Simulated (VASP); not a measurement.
# CaO (I4mm) in VASP: further runs

CaO is run at these levels: r2SCAN; tasks: single point.

Everything below comes from runs of VASP 6.6.1. Logs are shortened: lines on timing, memory, paths and dates and some standing lists are left out, and cuts for length are marked.

**1. The cell of the first run**

It takes space group I4mm (No. 107, tetragonal). The conventional cell has a = 3.463 Å, b = 3.463 Å, c = 4.898 Å, α = 90.00°, β = 90.00°, γ = 90.00°. Ca (site symmetry 4mm) has 5 O at 1.95 to 2.50 Å within 2.6 Å. Within 2.6 Å of O (site symmetry 4mm) lie 5 Ca at 1.95 to 2.50 Å.

**2. Single point, r2SCAN (all Ca atoms moved -0.500 Å, as atom 1 along Cartesian [1 0 0])**

The input, POSCAR:

```
CaO
1.0
    0.0000000000      2.4490000000      2.4490000000
    2.4490000000      0.0000000000      2.4490000000
    2.4490000000      2.4490000000      0.0000000000
Ca O
1 1
Direct
    0.1020824826     -0.1020824826     -0.1020824826
    0.5000000000      0.5000000000      0.5000000000
```

The input, INCAR.step1:

```
PREC = Accurate ; ENCUT = 520
ISMEAR = 0 ; SIGMA = 0.05
LREAL = False ; LASPH = True
NELM = 100 ; NBANDS = 15
GGA = PE ; ALGO = Normal
EDIFF = 1E-4 ; LWAVE = True
LCHARG = False
```

The input, INCAR.step2:

```
PREC = Accurate ; ENCUT = 520
EDIFF = 1E-7 ; ISMEAR = 0
SIGMA = 0.05 ; LREAL = False
LASPH = True ; NELM = 100
ALGO = Normal ; ISIF = 2
LWAVE = False ; LCHARG = False
METAGGA = R2SCAN ; LMIXTAU = True
NBANDS = 15 ; ISTART = 1
```

The input, KPOINTS:

```
regular mesh
0
Gamma
  8 8 8
```

Potentials or basis: VASP PAW PBE potentials, release 64 (Ca_sv, O).

The run is started by

```
> cat potpaw_PBE.64/Ca_sv/POTCAR potpaw_PBE.64/O/POTCAR > POTCAR
> cp INCAR.step1 INCAR
> mpirun -np 1 vasp_std > vasp.out
> cp INCAR.step2 INCAR
> mpirun -np 1 vasp_std > vasp.out
```

OUTCAR:

```text
PREC = Accurate
   ENCUT = 520
   EDIFF = 1E-7
   ISMEAR = 0
   LREAL = False
   LASPH = True
   NELM = 100
   ISIF = 2
   METAGGA = R2SCAN
   ISTART = 1

 ion  position               nearest neighbor table
   1  0.102  0.898  0.898-   2 1.95   2 2.50   2 2.50   2 2.50   2 2.50
   2  0.500  0.500  0.500-   1 1.95   1 2.50   1 2.50   1 2.50   1 2.50

  LATTYP: Found a face centered cubic cell.
 ALAT       =     4.8980000000

  Lattice vectors:

 A1 = (   0.0000000000,   2.4490000000,   2.4490000000)
 A2 = (   2.4490000000,   0.0000000000,   2.4490000000)
 A3 = (   2.4490000000,   2.4490000000,   0.0000000000)

Analysis of symmetry for initial positions (statically):
=====================================================================
 Subroutine PRICEL returns:
 Original cell was already a primitive cell.

 Routine SETGRP: Setting up the symmetry group for a
 face centered cubic supercell.

 Subroutine GETGRP returns: Found  8 space group operations
 (whereof  8 operations were pure point group operations)
 out of a pool of 48 trial point group operations.

The static configuration has the point symmetry C_4v.

Analysis of symmetry for dynamics (positions and initial velocities):
=====================================================================
 Subroutine PRICEL returns:
 Original cell was already a primitive cell.

 Routine SETGRP: Setting up the symmetry group for a
 face centered cubic supercell.

 Subroutine GETGRP returns: Found  8 space group operations
 (whereof  8 operations were pure point group operations)
 out of a pool of 48 trial point group operations.

The dynamic configuration has the point symmetry C_4v.

 Subroutine INISYM returns: Found  8 space group operations
 (whereof  8 operations are pure point group operations),
 and found     1 'primitive' translations

----------------------------------------------------------------------------------------

                                     Primitive cell

  volume of cell :      29.3762

  direct lattice vectors                    reciprocal lattice vectors
     0.000000000  2.449000000  2.449000000    -0.204164965  0.204164965  0.204164965
     2.449000000  0.000000000  2.449000000     0.204164965 -0.204164965  0.204164965
     2.449000000  2.449000000  0.000000000     0.204164965  0.204164965 -0.204164965

  length of vectors
     3.463409014  3.463409014  3.463409014     0.353624093  0.353624093  0.353624093

  position of ions in fractional coordinates (direct lattice)
     0.102082483  0.897917517  0.897917517
     0.500000000  0.500000000  0.500000000

  ion indices of the primitive-cell ions
   primitive index   ion index
                 1           1
                 2           2

----------------------------------------------------------------------------------------

 KPOINTS: regular mesh

Automatic generation of k-mesh.
 Grid dimensions read from file:
 generate k-points for:    8    8    8

 Generating k-lattice:

  Cartesian coordinates                     Fractional coordinates (reciprocal lattice)
    -0.025520621  0.025520621  0.025520621     0.125000000  0.000000000  0.000000000
     0.025520621 -0.025520621  0.025520621     0.000000000  0.125000000  0.000000000
     0.025520621  0.025520621 -0.025520621     0.000000000  0.000000000  0.125000000

  Length of vectors
     0.044203012  0.044203012  0.044203012

  Shift w.r.t. Gamma in fractional coordinates (k-lattice)
     0.000000000  0.000000000  0.000000000

 Subroutine IBZKPT returns following result:
 ===========================================

 Found     59 irreducible k-points:

 Following reciprocal coordinates:
            Coordinates               Weight
  0.000000  0.000000  0.000000      1.000000
  0.125000  0.000000  0.000000      8.000000
  0.250000  0.000000  0.000000      8.000000
  0.375000  0.000000  0.000000      8.000000
  0.500000  0.000000  0.000000      4.000000
  0.125000  0.125000  0.000000      4.000000
[... 16 lines left out ...]
  0.000000  0.375000  0.250000      8.000000
  0.500000  0.250000  0.000000     16.000000
 [... further k-points ...]
   k-points           NKPTS =     59   k-points in BZ     NKDIM =     59   number of bands    NBANDS=     15
   number of dos      NEDOS =    301   number of ions     NIONS =      2
   total plane-waves  NPLWV =  21952
   dimension x,y,z NGX =    28 NGY =   28 NGZ =   28
   dimension x,y,z NGXF=    56 NGYF=   56 NGZF=   56
   ions per type =               1   1
   NGX,Y,Z   is equivalent  to a cutoff of  13.44, 13.44, 13.44 a.u.
   NGXF,Y,Z  is equivalent  to a cutoff of  26.88, 26.88, 26.88 a.u.
 SYSTEM =  unknown system
   PREC   = accura    normal or accurate (medium, high low for compatibility)
   ISTART =      1    job   : 0-new  1-cont  2-samecut
   ICHARG =      0    charge: 1-file 2-atom 10-const
   ISPIN  =      1    spin polarized calculation?
   LNONCOLLINEAR =      F non collinear calculations
   LSORBIT =      F    spin-orbit coupling
   LASPH  =      T    aspherical Exc in radial PAW
   ENCUT  =  520.0 eV  38.22 Ry    6.18 a.u.   6.44  6.44  6.44*2*pi/ulx,y,z
   NELM   =    100;   NELMIN=  2; NELMDL=  0     # of ELM steps
   EDIFF  = 0.1E-06   stopping-criterion for ELM
   LREAL  =      F    real-space projection
   EDIFFG = 0.1E-05   stopping-criterion for IOM
   NSW    =      0    number of steps for IOM
   IBRION =     -1    ionic relax: 0-MD 1-quasi-New 2-CG
   NFREE  =      0    steps in history (QN), initial steepest desc. (CG)
   ISIF   =      2    stress and relaxation
   ISYM   =      2    0-nonsym 1-usesym 2-fastsym
   POTIM  = 0.5000    time-step for ionic-motion
   TEBEG  =    0.0;   TEEND  =   0.0 temperature during run
   PSTRESS=    0.0 pullay stress
   NELECT =      16.0000    total number of electrons
   NUPDOWN=      -1.0000    fix difference up-down
   EMIN   =  10.00;   EMAX   =-10.00  energy-range for DOS
   EFERMI =   0.00;   METHOD = LEGACY
   ISMEAR =     0;   SIGMA  =   0.05  broadening in eV -4-tet -1-fermi 0-gaus
   EFERMI_NEDOS =   21; number of points for ismear=-14 and -15
   IALGO  =     38    algorithm
   IMIX   =      4    mixing-type and parameters
     AMIX     =   0.40;   BMIX     =  1.00
     AMIX_MAG =   1.60;   BMIX_MAG =  1.00
  volume/ion in A,a.u.               =      14.69        99.12
  Fermi-wavevector in a.u.,A,eV,Ry     =   1.336953  2.526474 24.319632  1.787443
  Thomas-Fermi vector in A             =   2.465539
   LORBIT       =      0    0 simple, 1 ext, 2 COOP (PROOUT), +10 PAW based schemes
   METAGGA = R2SCAN    functional components
   LHFCALC =     F    Hartree Fock is set to
   AEXX    =    0.0000 exact exchange contribution
   IVDW    =     0    specifies the selected vdW correction
   LEPSILON=     F    determine dielectric tensor
   LRPA    =     F    only Hartree local field effects (RPA)
 non-spin polarized calculation
 Gauss-broadening in eV      SIGMA  =   0.05
  energy-cutoff  :      520.00
  volume of cell :       29.38
 maximum number of plane-waves:       817
 NGX is ok and might be reduce to    28
   NGX = 13   NGY = 13   NGZ = 13

 number of electron      16.0000004 magnetization

 Free energy of the ion-electron system (eV)
  ---------------------------------------------------
  ext. energy  EPLUGINS =         0.00000000
  ---------------------------------------------------
  free energy    TOTEN  =       -18.80214719 eV

  energy without entropy =      -18.80214719  energy(sigma->0) =      -18.80214719

 E-fermi :   1.6012     XC(G=0): -10.6901

 val. band max:        1.3561477652   @ k =   0.0000  -0.1250   0.1250
 cond. band min:       5.9780066261   @ k =   0.0000   0.5000   0.5000
 fundamental gap:      4.6218588609
 Fermi energy:         1.6011555764

 k-point     1 :       0.0000    0.0000    0.0000
  band No.  band energies     occupation
      1     -37.2798      2.00000
      2     -17.7453      2.00000
      3     -17.2147      2.00000
      4     -17.2147      2.00000
      5     -14.3467      2.00000
      6       1.0471      2.00000
      7       1.0471      2.00000
      8       1.1546      2.00000
      9       6.4169      0.00000
     10       8.6187      0.00000
     11       9.5043      0.00000
     12       9.5043      0.00000
     13      10.1194      0.00000
     14      11.5684      0.00000
     15      16.7551      0.00000

 k-point     2 :       0.1250    0.0000    0.0000
  band No.  band energies     occupation
      1     -37.2671      2.00000
      2     -17.8753      2.00000
      3     -17.2693      2.00000
      4     -17.2243      2.00000
      5     -14.1700      2.00000
      6       0.5983      2.00000
      7       0.9737      2.00000
      8       1.1888      2.00000
      9       6.9740      0.00000
     10       8.5839      0.00000
     11       9.3482      0.00000
     12       9.4478      0.00000
     13      10.6900      0.00000
     14      11.9206      0.00000
     15      17.3737      0.00000

 k-point     3 :       0.2500    0.0000    0.0000
  band No.  band energies     occupation
      1     -37.2365      2.00000
      2     -18.1947      2.00000
      3     -17.3343      2.00000
      4     -17.2470      2.00000
      5     -13.8039      2.00000
      6      -0.0848      2.00000
      7       0.7910      2.00000
      8       1.0106      2.00000
      9       7.9156      0.00000
     10       8.9022      0.00000
     11       9.5885      0.00000
     12       9.7240      0.00000
     13      11.4863      0.00000
     14      12.5467      0.00000
     15      17.8704      0.00000
[... 343 lines left out ...]
 k-point    23 :       0.0000    0.3750    0.2500
  band No.  band energies     occupation
      1     -37.1945      2.00000
      2     -18.4618      2.00000
      3     -17.3844      2.00000
      4     -17.3546      2.00000
      5     -13.6363      2.00000
      6       0.0860      2.00000
      7       0.9106      2.00000
      8       0.9962      2.00000
      9       6.9405      0.00000
     10       8.6940      0.00000
     11      10.9797      0.00000
     12      11.0962      0.00000
     13      11.3566      0.00000
     14      13.3226      0.00000
     15      18.4067      0.00000

 k-point    24 :       0.5000    0.2500    0.0000
  band No.  band energies     occupation
      1     -37.1813      2.00000
      2     -18.3416      2.00000
      3     -17.5504      2.00000
      4     -17.3758      2.00000
      5     -13.6496      2.00000
      6      -0.2144      2.00000
      7       0.3539      2.00000
      8       0.9753      2.00000
      9       7.9647      0.00000
     10      10.0302      0.00000
     11      10.4803      0.00000
     12      11.2079      0.00000
     13      12.4372      0.00000
     14      13.4646      0.00000
     15      15.9942      0.00000

 [... further k-points ...]

------------------------ aborting loop because EDIFF is reached ----------------------------------------

  FORCE on cell =-STRESS in cart. coord.  units (eV):
  Direction    XX          YY          ZZ          XY          YZ          ZX
  --------------------------------------------------------------------------------------
  -------------------------------------------------------------------------------------
  Total        5.8981284     -1.0832088     -1.0832088     -0.0000000     -0.0000000      0.0000000
  in kB      321.6832550    -59.0780829    -59.0780829     -0.0000000     -0.0000000      0.0000000
  external PRESSURE =      67.8423631 kB  Pullay stress =       0.0000000 kB

 VOLUME and BASIS-vectors are now :
 -----------------------------------------------------------------------------
  energy-cutoff  :      520.00
  volume of cell :       29.38
      direct lattice vectors                 reciprocal lattice vectors
     0.000000000  2.449000000  2.449000000    -0.204164965  0.204164965  0.204164965
     2.449000000  0.000000000  2.449000000     0.204164965 -0.204164965  0.204164965
     2.449000000  2.449000000  0.000000000     0.204164965  0.204164965 -0.204164965

 POSITION                                       TOTAL-FORCE (eV/Angst)
 -----------------------------------------------------------------------------------
      4.39800      2.44900      2.44900         3.747083      0.000000      0.000000
      2.44900      2.44900      2.44900        -3.747083      0.000000      0.000000
 -----------------------------------------------------------------------------------
    total drift:                               -0.000644     -0.000000     -0.000000

  FREE ENERGIE OF THE ION-ELECTRON SYSTEM (eV)
  ---------------------------------------------------
  free  energy   TOTEN  =       -18.8021471860 eV

  energy  without entropy=      -18.8021471860  energy(sigma->0) =      -18.80214719
```

It took 3.9 min on 1 thread of Intel Xeon 8259CL, shared host; peak memory 0.18 GiB.

What came out:

```
Free energy            : -18.8021 eV
Pressure               : 6.8 GPa
Largest force          : 3.747 eV/Å
Band gap on the k mesh : 4.62 eV (least direct gap 4.81 eV)
```

Forces on the atoms (eV/Å):
```
Ca   3.747  0.000  0.000
O   -3.747  0.000  0.000
```

Stress tensor (GPa, compression positive):
```
32.17  0.00  0.00
 0.00 -5.91  0.00
 0.00  0.00 -5.91
```

Levels at points of the mesh, in eV from the valence-band top:
| k point | band 6 | band 7 | band 8 | band 9 | band 10 | band 11 |
| --- | --- | --- | --- | --- | --- | --- |
| (0.00, 0.00, 0.00) | -0.31 | -0.31 | -0.20 | 5.06 | 7.26 | 8.15 |
| (0.50, 0.00, 0.00) | -2.16 | -0.83 | -0.67 | 7.36 | 8.49 | 9.52 |
| (0.50, 0.50, 0.00) | -1.09 | -1.05 | -0.10 | 6.11 | 8.21 | 10.36 |
| (0.00, 0.50, 0.50) | -0.53 | -0.19 | -0.19 | 4.62 | 7.39 | 9.95 |

Caveat: the cell differs from its parent crystal (all Ca atoms moved -0.500 Å, as atom 1 along Cartesian [1 0 0]); the stress differs along the axes, from -6 to 32 GPa; the PAW data sets were made with another functional, which shifts forces and pressure a little. A k mesh can miss the band edges.

[end of part 1 of 2]
